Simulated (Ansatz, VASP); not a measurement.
One calculation of BeTe, two programs

The input POSCAR:

```
BeTe
1.0
    0.0000000000      2.8286236224      2.9618517950
    2.8286236224      0.0000000000      2.9618517950
    2.8286236224      2.8286236224      0.0000000000
Be Te
1 1
Direct
    0.0000000000      0.0000000000      0.0000000000
    0.2500000000      0.2500000000      0.2500000000
```

File INCAR.step1:

```
SYSTEM = BeTe
ALGO = Normal ; EDIFF = 1E-4
ENCUT = 520 ; GGA = PE
ISMEAR = 0 ; LASPH = .True.
LCHARG = .False. ; LREAL = .False.
LWAVE = .True. ; NBANDS = 11
NELM = 60 ; PREC = Accurate
SIGMA = 0.01
```

The input INCAR.step2:

```
SYSTEM = BeTe
ALGO = Normal ; EDIFF = 1E-6
ENCUT = 520 ; ISIF = 2
ISMEAR = 0 ; ISTART = 1
LASPH = .True. ; LCHARG = .False.
LMIXTAU = .True. ; LREAL = .False.
LWAVE = .False. ; METAGGA = R2SCAN
NBANDS = 11 ; NELM = 60
PREC = Accurate ; SIGMA = 0.01
```

Contents of KPOINTS:

```
k-points
0
Gamma
  8 8 8
  0 0 0
```

Input for Ansatz:

```yaml
crystal:
  lattice:
    - [0.0, 2.8286236224, 2.961851795]
    - [2.8286236224, 0.0, 2.961851795]
    - [2.8286236224, 2.8286236224, 0.0]
  atoms:
    - { symbol: Be, position: [0.0, 0.0, 0.0] }
    - { symbol: Te, position: [0.25, 0.25, 0.25] }
kpoints:
  mp_grid: { grid: [8, 8, 8] }
  band_path:
    path:
      - [0.0, 0.0, 0.0]
      - [-0.5, -0.5, 0.0]
      - [-0.375, -0.375, 0.25]
      - [-0.375, 0.0, 0.375]
      - [0.0, 0.0, 0.5]
      - [-0.5, -0.25, 0.25]
    npoints: 1
hamiltonian:
  xc: r2scan
scf:
  occupations: { method: fixed }
  n_extra_bands: 4
output:
  forces: true
  stress: true
  eigenvalues: true
```

Change from the starting cell: uniaxial_z strain +4.7%.

Alike in both runs: task single point; functional r2SCAN; k mesh 8 × 8 × 8; no spin polarisation.

|  | VASP | Ansatz |
| --- | --- | --- |
| version | VASP 6.6.1 | Ansatz 0.2.0 |
| potentials or method | VASP PAW PBE potentials, release 64 (Be, Te) | plane waves, PAW |
| plane-wave cutoff (eV) | 520 | 500 |
| occupations | gaussian, width 0.01 eV | fixed |
| valence electrons in the cell | 8 | 18 |

|  | VASP | Ansatz | Ansatz less VASP |
| --- | --- | --- | --- |
| gap on the k mesh at the Fermi level (eV) | 2.29 | 2.30 | +0.005 |
| pressure (GPa) | -2.4 | -2.5 | -0.12 |
| traceless stress, the component that is largest in VASP (GPa) | -2.00 | -2.01 | -0.009 |

VASP's potentials were made for PBE, not for r2SCAN. VASP's potentials hold 8 valence electrons a cell and Ansatz's 18, so a difference there can come from the potentials and not from the codes.

Spin-orbit coupling is off throughout.
